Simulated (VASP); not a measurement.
# HfC (Fm-3m) in VASP: further runs, part 3 of 3

VASP 6.6.1.

## 5. Single point, r2SCAN

This run uses another cell than the first one, of 12.50 Å³/atom, 0.994 times its volume.

Input file POSCAR:

```
HfC
1.0
    0.0000000000      2.3205415773      2.3205415773
    2.3205415773      0.0000000000      2.3205415773
    2.3205415773      2.3205415773      0.0000000000
Hf C
1 1
Direct
    0.5000000000      0.5000000000      0.5000000000
    0.0000000000      0.0000000000      0.0000000000
```

Input file INCAR.step1:

```
SYSTEM = HfC
PREC = Accurate
ENCUT = 520
ISMEAR = -1
SIGMA = 0.1
LREAL = .False.
LASPH = .True.
NELM = 60
NBANDS = 14
GGA = PE
ALGO = Normal
EDIFF = 1E-4
LWAVE = .True.
LCHARG = .False.
```

Input file INCAR.step2:

```
SYSTEM = HfC
PREC = Accurate
ENCUT = 520
EDIFF = 1E-6
ISMEAR = -1
SIGMA = 0.1
LREAL = .False.
LASPH = .True.
NELM = 60
ALGO = Normal
ISIF = 2
LWAVE = .False.
LCHARG = .False.
METAGGA = R2SCAN
LMIXTAU = .True.
NBANDS = 14
ISTART = 1
```

Input file KPOINTS:

```
regular mesh
0
Gamma
  10 10 10
  0 0 0
```

Potentials or basis: VASP PAW PBE potentials, release 64 (Hf_pv, C).

The run is started by

```
$ cat potpaw_PBE.64/Hf_pv/POTCAR potpaw_PBE.64/C/POTCAR > POTCAR
$ cp INCAR.step1 INCAR
$ mpirun -np 1 vasp_std > vasp.out
$ cp INCAR.step2 INCAR
$ mpirun -np 1 vasp_std > vasp.out
```

OUTCAR:

```text
SYSTEM = HfC
   PREC = Accurate
   ENCUT = 520
   EDIFF = 1E-6
   ISMEAR = -1
   LREAL = .False.
   LASPH = .True.
   NELM = 60
   ISIF = 2
   METAGGA = R2SCAN
   ISTART = 1

 ion  position               nearest neighbor table
   1  0.500  0.500  0.500-   2 2.32   2 2.32   2 2.32   2 2.32   2 2.32   2 2.32
   2  0.000  0.000  0.000-   1 2.32   1 2.32   1 2.32   1 2.32   1 2.32   1 2.32

  LATTYP: Found a face centered cubic cell.
 ALAT       =     4.6410831546

  Lattice vectors:

 A1 = (   0.0000000000,   2.3205415773,   2.3205415773)
 A2 = (   2.3205415773,   0.0000000000,   2.3205415773)
 A3 = (   2.3205415773,   2.3205415773,   0.0000000000)

Analysis of symmetry for initial positions (statically):
=====================================================================
 Subroutine PRICEL returns:
 Original cell was already a primitive cell.

 Routine SETGRP: Setting up the symmetry group for a
 face centered cubic supercell.

 Subroutine GETGRP returns: Found 48 space group operations
 (whereof 48 operations were pure point group operations)
 out of a pool of 48 trial point group operations.

The static configuration has the point symmetry O_h .

[... 167 lines left out ...]
  band No.  band energies     occupation
      1     -24.7864      2.00000
      2     -24.7864      2.00000
      3     -24.7864      2.00000
      4      -7.1253      2.00000
      5       6.9476      0.00011
      6       6.9476      0.00011
      7       6.9476      0.00011
      8       7.5746      0.00000
      9       7.5746      0.00000
     10       7.5746      0.00000
     11       9.4985      0.00000
     12       9.4986      0.00000
     13      13.4752      0.00000
     14      17.7188      0.00000
[... 377 lines left out ...]
      1     -25.2899      2.00000
      2     -24.9881      2.00000
      3     -24.9669      2.00000
      4      -5.0388      2.00000
      5       2.0113      2.00000
      6       4.1439      2.00000
      7       5.1445      1.99948
      8       6.2325      0.13426
      9      11.5277      0.00000
     10      12.7309      0.00000
     11      12.8494      0.00000
     12      14.8067      0.00000
     13      18.2748      0.00000
     14      18.7234      0.00000

 [... further k-points ...]
[... 5 lines left out ...]
  --------------------------------------------------------------------------------------
  -------------------------------------------------------------------------------------
  Total       -0.1672936     -0.1672936     -0.1672936      0.0000000      0.0000000     -0.0000000
  in kB      -10.7248637    -10.7248637    -10.7248637      0.0000000      0.0000000     -0.0000000
  external PRESSURE =     -10.7248637 kB  Pullay stress =       0.0000000 kB

 VOLUME and BASIS-vectors are now :
 -----------------------------------------------------------------------------
  energy-cutoff  :      520.00
  volume of cell :       24.99
      direct lattice vectors                 reciprocal lattice vectors
     0.000000000  2.320541577  2.320541577    -0.215466943  0.215466943  0.215466943
     2.320541577  0.000000000  2.320541577     0.215466943 -0.215466943  0.215466943
     2.320541577  2.320541577  0.000000000     0.215466943  0.215466943 -0.215466943

 POSITION                                       TOTAL-FORCE (eV/Angst)
 -----------------------------------------------------------------------------------
      2.32054      2.32054      2.32054         0.000000      0.000000      0.000000
      0.00000      0.00000      0.00000        -0.000000     -0.000000     -0.000000
 -----------------------------------------------------------------------------------
    total drift:                                0.000000     -0.000000      0.000000

  FREE ENERGIE OF THE ION-ELECTRON SYSTEM (eV)
  ---------------------------------------------------
  free  energy   TOTEN  =       -57.3438695821 eV

  energy  without entropy=      -57.3353109815  energy(sigma->0) =      -57.33959028
```

OUTCAR.step1:

```text
SYSTEM = HfC
   PREC = Accurate
   ENCUT = 520
   ISMEAR = -1
   LREAL = .False.
   LASPH = .True.
[... 628 lines left out ...]
      2.32054      2.32054      2.32054         0.000000      0.000000      0.000000
      0.00000      0.00000      0.00000        -0.000000     -0.000000     -0.000000
 -----------------------------------------------------------------------------------
    total drift:                                0.000000     -0.000000      0.000000

  FREE ENERGIE OF THE ION-ELECTRON SYSTEM (eV)
  ---------------------------------------------------
  free  energy   TOTEN  =       -21.0480248677 eV

  energy  without entropy=      -21.0373787502  energy(sigma->0) =      -21.04270181
```

OSZICAR.step1:

```text
N       E                     dE             d eps       ncg     rms          rms(c)
DAV:   1     0.244930009474E+02    0.24493E+02   -0.76573E+03  1324   0.980E+02
DAV:   2    -0.226473449646E+02   -0.47140E+02   -0.43903E+02  1734   0.205E+02
DAV:   3    -0.242131785828E+02   -0.15658E+01   -0.15610E+01  1514   0.269E+01
DAV:   4    -0.242198656453E+02   -0.66871E-02   -0.66866E-02  1586   0.218E+00
DAV:   5    -0.242199102163E+02   -0.44571E-04   -0.44571E-04  1552   0.160E-01    0.575E+01
DAV:   6    -0.211156252929E+02    0.31043E+01   -0.11938E+01  1388   0.182E+01    0.413E+01
DAV:   7    -0.210632482577E+02    0.52377E-01   -0.53746E-01  1622   0.517E+00    0.249E+01
DAV:   8    -0.210543435050E+02    0.89048E-02   -0.70166E-02  1562   0.213E+00    0.630E+00
DAV:   9    -0.210482801381E+02    0.60634E-02   -0.20806E-02  1502   0.866E-01    0.208E+00
DAV:  10    -0.210480281512E+02    0.25199E-03   -0.12957E-03  1658   0.269E-01    0.481E-02
DAV:  11    -0.210480248677E+02    0.32835E-05   -0.67233E-05  1018   0.705E-02
   1 F= -.21048025E+02 E0= -.21042702E+02  d E =-.106461E-01
```

It took 19 s on 1 thread of Intel Xeon 6975P-C (Granite Rapids), shared host; peak memory 0.15 GiB.

What came out:

- Free energy: -57.3439 eV
- Pressure: -1.1 GPa
- Band gap on the k mesh: zero (band 7 reaches 6.95 eV, above the bottom of band 8 at 5.48 eV)

Levels at points of the mesh, in eV from the Fermi level:
```tsv
k point	band 3	band 4	band 5	band 6	band 7	band 8	band 9	band 10	band 11	band 12
(0.00, 0.00, 0.00)	-30.76	-13.09	0.98	0.98	0.98	1.61	1.61	1.61	3.53	3.53
(0.50, 0.00, 0.00)	-30.82	-9.32	-6.38	-3.20	-3.20	5.65	5.65	6.21	6.98	11.97
(0.50, 0.50, 0.00)	-30.99	-11.21	-2.83	-1.67	-0.20	-0.20	5.47	7.08	7.08	9.17
```

Caveat: the PAW data sets were made with another functional, which shifts forces and pressure a little; spin-orbit coupling is left out, which moves the levels of the heavy elements.

## 6. Overview

| task | level | spin | U | cell | k mesh | cutoff (eV) | smearing | gap on the mesh (eV) | pressure (GPa) |
| --- | --- | --- | --- | --- | --- | --- | --- | --- | --- |
| single point | PBE | non-collinear, zero start, SOC | - | a = 3.288 Å, angles 60.0°, 2 atoms | 7 × 7 × 7 | 520 | fermi-dirac 0.05 eV | - | -0.6 |
| relaxation of cell and atoms | RPBE+D4+U | off | Hf d U = 3.0 eV | relaxed from a = 3.288 Å, angles 60.0°, 2 atoms | 10 × 10 × 10 | 600 | tetrahedron | none | 0.0 |
| single point | PBE | off | - | a = 3.288 Å, angles 60.0°, 2 atoms | 7 × 7 × 7 | 600 | fermi-dirac 0.04 eV | none | -0.5 |
| single point | r2SCAN | off | - | a = 3.282 Å, angles 60.0°, 2 atoms | 10 × 10 × 10 | 520 | fermi-dirac 0.1 eV | none | -1.1 |

Alike in all rows: potentials or basis VASP PAW PBE potentials, release 64 (Hf_pv, C).

Caveats: spin-orbit coupling is left out, which moves the levels of the heavy elements (some runs); the PAW data sets were made with another functional, which shifts forces and pressure a little (some runs); U without spin polarisation on a metal has little footing (some runs); pairwise dispersion overbinds metals, which lowers pressure and volume (some runs); the U is typed as a test and isn't derived for this compound (some runs).

Absolute energies hang on the potentials; compare differences alone.
